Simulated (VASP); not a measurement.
# Al2GaTe4 (I-4) in VASP: notebook

Al2GaTe4 is run at these levels: PBE; tasks: single point, relaxation of cell and atoms.

All numbers are computed with VASP 6.6.1; they aren't measurements. Logs are shortened: lines on timing, memory, paths and dates and some standing lists are left out, and cuts for length are marked.

## Step 1: The cell of the first run

Symmetry: I-4, No. 82, tetragonal system. Conventional cell: a = 6.333 Å, b = 6.333 Å, c = 11.781 Å, α = 90.00°, β = 90.00°, γ = 90.00°. Within 3.5 Å of Al (site symmetry -4) lie 4 Te at 2.66 Å. Al (site symmetry -4) has 4 Te at 2.65 Å within 3.5 Å. Te (site symmetry 1) has 2 Al at 2.65 to 2.66 Å and 1 Ga at 2.87 Å within 3.5 Å. Ga (site symmetry -4) has 4 Te at 2.87 Å within 3.8 Å.

## Step 2: Single point, PBE

INCAR

```
ALGO = Normal
EDIFF = 1E-7
ENCUT = 520
GGA = PE
ISIF = 2
ISMEAR = -1
LASPH = T
LCHARG = F
LREAL = F
LWAVE = F
NBANDS = 30
NELM = 60
PREC = Accurate
SIGMA = 0.1
```

KPOINTS

```
k-points
0
Gamma
  5 5 5
```

POSCAR

```
Al2GaTe4
1.0
    0.0000000000      6.3329014557      0.0000000000
    6.3329014557      0.0000000000      0.0000000000
    3.1664507279      3.1664507279     -5.8903504023
Al Te Ga
2 4 1
Direct
    0.7500000000      0.2500000000      0.5000000000
    0.5000000000      0.5000000000      0.0000000000
    0.3956368217      0.4086012551      0.7256926875
    0.5913987449      0.1213295092      0.2743073125
    0.8786704908      0.8657060574      0.7256926875
    0.1342939426      0.6043631783      0.2743073125
    0.0000000000      0.0000000000      0.0000000000
```

Potentials or basis: VASP PAW PBE potentials, release 64 (Al, Te, Ga_d).

Command:

```bash
$ cat potpaw_PBE.64/Al/POTCAR potpaw_PBE.64/Te/POTCAR potpaw_PBE.64/Ga_d/POTCAR > POTCAR
$ mpirun -np 1 vasp_std > vasp.out
```

OUTCAR:

```text
EDIFF = 1E-7
   ENCUT = 520
   GGA = PE
   ISIF = 2
   ISMEAR = -1
   LASPH = T
   LREAL = F
   NELM = 60
   PREC = Accurate

 ion  position               nearest neighbor table
   1  0.750  0.250  0.500-   6 2.66   5 2.66   3 2.66   4 2.66
   2  0.500  0.500  0.000-   5 2.65   4 2.65   6 2.65   3 2.65
   3  0.396  0.409  0.726-   2 2.65   1 2.66   7 2.87
   4  0.591  0.121  0.274-   2 2.65   1 2.66   7 2.87
   5  0.879  0.866  0.726-   2 2.65   1 2.66   7 2.87
   6  0.134  0.604  0.274-   2 2.65   1 2.66   7 2.87
   7  0.000  0.000  0.000-   3 2.87   4 2.87   6 2.87   5 2.87

  LATTYP: Found a body centered tetragonal cell.
 ALAT       =     6.3329014557
 C/A-ratio  =     1.8602375052

  Lattice vectors:

 A1 = (  -3.1664507279,   3.1664507278,   5.8903504023)
 A2 = (   3.1664507278,  -3.1664507279,   5.8903504023)
 A3 = (   3.1664507279,   3.1664507279,  -5.8903504023)

Analysis of symmetry for initial positions (statically):
=====================================================================
 Subroutine PRICEL returns:
 Original cell was already a primitive cell.

 Routine SETGRP: Setting up the symmetry group for a
 body centered tetragonal supercell.

 Subroutine GETGRP returns: Found  4 space group operations
 (whereof  4 operations were pure point group operations)
 out of a pool of 16 trial point group operations.

The static configuration has the point symmetry S_4 .

Analysis of symmetry for dynamics (positions and initial velocities):
=====================================================================
 Subroutine PRICEL returns:
 Original cell was already a primitive cell.

 Routine SETGRP: Setting up the symmetry group for a
 body centered tetragonal supercell.

 Subroutine GETGRP returns: Found  4 space group operations
 (whereof  4 operations were pure point group operations)
 out of a pool of 16 trial point group operations.

The dynamic configuration has the point symmetry S_4 .

 Subroutine INISYM returns: Found  4 space group operations
 (whereof  4 operations are pure point group operations),
 and found     1 'primitive' translations

----------------------------------------------------------------------------------------

                                     Primitive cell

  volume of cell :     236.2363

  direct lattice vectors                    reciprocal lattice vectors
     0.000000000  6.332901456  0.000000000     0.000000000  0.157905505  0.084884594
     6.332901456  0.000000000  0.000000000     0.157905505  0.000000000  0.084884594
     3.166450728  3.166450728 -5.890350402     0.000000000  0.000000000 -0.169769187

  length of vectors
     6.332901456  6.332901456  7.399259982     0.179275047  0.179275047  0.169769187

  position of ions in fractional coordinates (direct lattice)
     0.750000000  0.250000000  0.500000000
     0.500000000  0.500000000  0.000000000
     0.395636822  0.408601255  0.725692688
     0.591398745  0.121329509  0.274307312
     0.878670491  0.865706057  0.725692688
     0.134293943  0.604363178  0.274307312
     0.000000000  0.000000000  0.000000000

  ion indices of the primitive-cell ions
   primitive index   ion index
                 1           1
                 2           2
                 3           3
                 4           4
                 5           5
                 6           6
                 7           7

----------------------------------------------------------------------------------------

 KPOINTS: k-points

Automatic generation of k-mesh.
 Grid dimensions read from file:
 generate k-points for:    5    5    5

 Generating k-lattice:

  Cartesian coordinates                     Fractional coordinates (reciprocal lattice)
     0.000000000  0.031581101  0.016976919     0.200000000  0.000000000 -0.000000000
     0.031581101  0.000000000  0.016976919     0.000000000  0.200000000 -0.000000000
     0.000000000  0.000000000 -0.033953837     0.000000000  0.000000000  0.200000000

  Length of vectors
     0.035855009  0.035855009  0.033953837

  Shift w.r.t. Gamma in fractional coordinates (k-lattice)
     0.000000000  0.000000000  0.000000000

 Subroutine IBZKPT returns following result:
 ===========================================

 Found     21 irreducible k-points:

 Following reciprocal coordinates:
            Coordinates               Weight
  0.000000  0.000000  0.000000      1.000000
  0.200000  0.000000  0.000000      8.000000
  0.400000  0.000000 -0.000000      8.000000
  0.200000  0.200000  0.000000      8.000000
  0.400000  0.200000 -0.000000      8.000000
 -0.200000 -0.400000  0.000000      8.000000
[... 13 lines left out ...]
  0.000000  0.000000  0.400000      2.000000
 -0.200000  0.000000  0.400000      4.000000
   k-points           NKPTS =     21   k-points in BZ     NKDIM =     21   number of bands    NBANDS=     30
   number of dos      NEDOS =    301   number of ions     NIONS =      7
   total plane-waves  NPLWV = 129024
   dimension x,y,z NGX =    48 NGY =   48 NGZ =   56
   dimension x,y,z NGXF=    96 NGYF=   96 NGZF=  112
   ions per type =               2   4   1
   NGX,Y,Z   is equivalent  to a cutoff of  12.60, 12.60, 12.58 a.u.
   NGXF,Y,Z  is equivalent  to a cutoff of  25.20, 25.20, 25.16 a.u.
 SYSTEM =  unknown system
   PREC   = accura    normal or accurate (medium, high low for compatibility)
   ISTART =      0    job   : 0-new  1-cont  2-samecut
   ICHARG =      2    charge: 1-file 2-atom 10-const
   ISPIN  =      1    spin polarized calculation?
   LNONCOLLINEAR =      F non collinear calculations
   LSORBIT =      F    spin-orbit coupling
   LASPH  =      T    aspherical Exc in radial PAW
   ENCUT  =  520.0 eV  38.22 Ry    6.18 a.u.  11.77 11.77 13.76*2*pi/ulx,y,z
   NELM   =     60;   NELMIN=  2; NELMDL= -5     # of ELM steps
   EDIFF  = 0.1E-06   stopping-criterion for ELM
   LREAL  =      F    real-space projection
   EDIFFG = 0.1E-05   stopping-criterion for IOM
   NSW    =      0    number of steps for IOM
   IBRION =     -1    ionic relax: 0-MD 1-quasi-New 2-CG
   NFREE  =      0    steps in history (QN), initial steepest desc. (CG)
   ISIF   =      2    stress and relaxation
   ISYM   =      2    0-nonsym 1-usesym 2-fastsym
   POTIM  = 0.5000    time-step for ionic-motion
   TEBEG  =    0.0;   TEEND  =   0.0 temperature during run
   PSTRESS=    0.0 pullay stress
   NELECT =      43.0000    total number of electrons
   NUPDOWN=      -1.0000    fix difference up-down
   EMIN   =  10.00;   EMAX   =-10.00  energy-range for DOS
   EFERMI =   0.00;   METHOD = LEGACY
   ISMEAR =    -1;   SIGMA  =   0.10  broadening in eV -4-tet -1-fermi 0-gaus
   EFERMI_NEDOS =   21; number of points for ismear=-14 and -15
   IALGO  =     38    algorithm
   IMIX   =      4    mixing-type and parameters
     AMIX     =   0.40;   BMIX     =  1.00
     AMIX_MAG =   1.60;   BMIX_MAG =  1.00
  volume/ion in A,a.u.               =      33.75       227.74
  Fermi-wavevector in a.u.,A,eV,Ry     =   0.927788  1.753265 11.711769  0.860791
  Thomas-Fermi vector in A             =   2.053895
   LORBIT       =      0    0 simple, 1 ext, 2 COOP (PROOUT), +10 PAW based schemes
   GGA     = PE    functional components
   LHFCALC =     F    Hartree Fock is set to
   AEXX    =    0.0000 exact exchange contribution
   IVDW    =     0    specifies the selected vdW correction
   LEPSILON=     F    determine dielectric tensor
   LRPA    =     F    only Hartree local field effects (RPA)
 non-spin polarized calculation
  energy-cutoff  :      520.00
  volume of cell :      236.24
 maximum number of plane-waves:      6390
   NGX = 23   NGY = 23   NGZ = 27

 number of electron      42.9999998 magnetization

 Free energy of the ion-electron system (eV)
  ---------------------------------------------------
  ext. energy  EPLUGINS =         0.00000000
  ---------------------------------------------------
  free energy    TOTEN  =       -25.40233569 eV

  energy without entropy =      -25.33092142  energy(sigma->0) =      -25.36662855

 E-fermi :   4.4928     XC(G=0):  -8.3002

 val. band max:        4.4029816707   @ k =   0.2000   0.0000   0.0000
 cond. band min:       4.5210325153   @ k =  -0.2000   0.2000   0.0000
 fundamental gap:      0.1180508447
 Fermi energy:         4.4927955196

 k-point     1 :       0.0000    0.0000    0.0000
  band No.  band energies     occupation
      1     -10.7421      2.00000
      2     -10.7421      2.00000
      3     -10.7352      2.00000
      4     -10.7187      2.00000
      5     -10.7064      2.00000
      6      -8.0734      2.00000
[... 22 lines left out ...]
     29       7.9234      0.00000
     30       7.9234      0.00000

 k-point     2 :       0.2000    0.0000    0.0000
  band No.  band energies     occupation
      1     -10.7422      2.00000
      2     -10.7421      2.00000
      3     -10.7354      2.00000
      4     -10.7187      2.00000
      5     -10.7064      2.00000
      6      -7.9628      2.00000
[... 22 lines left out ...]
     29       7.7767      0.00000
     30       7.8725      0.00000

 k-point     3 :       0.4000    0.0000   -0.0000
  band No.  band energies     occupation
      1     -10.7424      2.00000
      2     -10.7422      2.00000
      3     -10.7357      2.00000
      4     -10.7186      2.00000
      5     -10.7063      2.00000
      6      -7.6741      2.00000
[... 22 lines left out ...]
     29       8.0067      0.00000
     30       8.1292      0.00000

 k-point     4 :       0.2000    0.2000    0.0000
  band No.  band energies     occupation
      1     -10.7423      2.00000
      2     -10.7421      2.00000
      3     -10.7357      2.00000
      4     -10.7187      2.00000
      5     -10.7064      2.00000
      6      -7.8137      2.00000
[... 22 lines left out ...]
     29       7.8423      0.00000
     30       8.1660      0.00000

 k-point     5 :       0.4000    0.2000   -0.0000
  band No.  band energies     occupation
      1     -10.7425      2.00000
      2     -10.7421      2.00000
      3     -10.7360      2.00000
      4     -10.7186      2.00000
      5     -10.7063      2.00000
      6      -7.5325      2.00000
[... 22 lines left out ...]
     29       7.9591      0.00000
     30       8.2275      0.00000
[... 427 lines left out ...]
     29       7.7122      0.00000
     30       7.9377      0.00000

 k-point    19 :      -0.2000   -0.2000    0.2000
  band No.  band energies     occupation
      1     -10.7422      2.00000
      2     -10.7419      2.00000
      3     -10.7359      2.00000
      4     -10.7187      2.00000
      5     -10.7064      2.00000
      6      -7.5630      2.00000
[... 22 lines left out ...]
     29       7.9628      0.00000
     30       8.3233      0.00000

 k-point    20 :       0.0000    0.0000    0.4000
  band No.  band energies     occupation
      1     -10.7417      2.00000
      2     -10.7417      2.00000
      3     -10.7358      2.00000
      4     -10.7187      2.00000
      5     -10.7065      2.00000
      6      -7.6857      2.00000
[... 22 lines left out ...]
     29       8.1968      0.00000
     30       8.4448      0.00000

 k-point    21 :      -0.2000    0.0000    0.4000
  band No.  band energies     occupation
      1     -10.7419      2.00000
      2     -10.7419      2.00000
      3     -10.7359      2.00000
      4     -10.7187      2.00000
      5     -10.7064      2.00000
      6      -7.4716      2.00000
[... 22 lines left out ...]
     29       8.1362      0.00000
     30       8.5041      0.00000

------------------------ aborting loop because EDIFF is reached ----------------------------------------

  FORCE on cell =-STRESS in cart. coord.  units (eV):
  Direction    XX          YY          ZZ          XY          YZ          ZX
  --------------------------------------------------------------------------------------
  -------------------------------------------------------------------------------------
  Total        0.1635130      0.1635130      0.0865082      0.0000008     -0.0000000     -0.0000000
  in kB        1.1089610      1.1089610      0.5867068      0.0000053     -0.0000000     -0.0000000
  external PRESSURE =       0.9348763 kB  Pullay stress =       0.0000000 kB

 VOLUME and BASIS-vectors are now :
 -----------------------------------------------------------------------------
  energy-cutoff  :      520.00
  volume of cell :      236.24
      direct lattice vectors                 reciprocal lattice vectors
     0.000000000  6.332901456  0.000000000     0.000000000  0.157905505  0.084884594
     6.332901456  0.000000000  0.000000000     0.157905505  0.000000000  0.084884594
     3.166450728  3.166450728 -5.890350402     0.000000000  0.000000000 -0.169769187

 POSITION                                       TOTAL-FORCE (eV/Angst)
 -----------------------------------------------------------------------------------
      3.16645      6.33290     -2.94518        -0.000000      0.000000      0.000000
      3.16645      3.16645      0.00000        -0.000000      0.000000      0.000000
      4.88550      4.80340     -4.27458         0.001573     -0.013906      0.009104
      1.63695      4.61385     -1.61577        -0.013906     -0.001573     -0.009104
      7.78030      7.86240     -4.27458        -0.001573      0.013906      0.009104
      4.69595      1.71905     -1.61577         0.013906      0.001573     -0.009104
      0.00000      0.00000      0.00000        -0.000000      0.000000      0.000000
 -----------------------------------------------------------------------------------
    total drift:                                0.000001      0.000001      0.000005

  FREE ENERGIE OF THE ION-ELECTRON SYSTEM (eV)
  ---------------------------------------------------
  free  energy   TOTEN  =       -25.4023356905 eV

  energy  without entropy=      -25.3309214184  energy(sigma->0) =      -25.36662855
```

Run time: 1.9 min. Hardware: 1 thread of AMD EPYC 9755, shared host; peak memory 0.39 GiB.

Results:

```
Free energy            : -25.4023 eV
Pressure               : 0.1 GPa
Largest force          : 0.017 eV/Å
Band gap on the k mesh : zero (an odd number of electrons rules out a gap without spin polarisation)
```

Forces in eV/Å, atoms in the order of the input:
```
Al   0.000  0.000  0.000
Al   0.000  0.000  0.000
Te   0.002 -0.014  0.009
Te  -0.014 -0.002 -0.009
Te  -0.002  0.014  0.009
Te   0.014  0.002 -0.009
Ga   0.000  0.000  0.000
```

Caveat: spin-orbit coupling is left out, which moves the levels of the heavy elements; an odd number of electrons without spin polarisation forces a metal; a magnetic or distorted state may lie lower.

[end of part 1 of 2]

The gap in the log of VASP goes by the Fermi energy; the results here count the filled bands.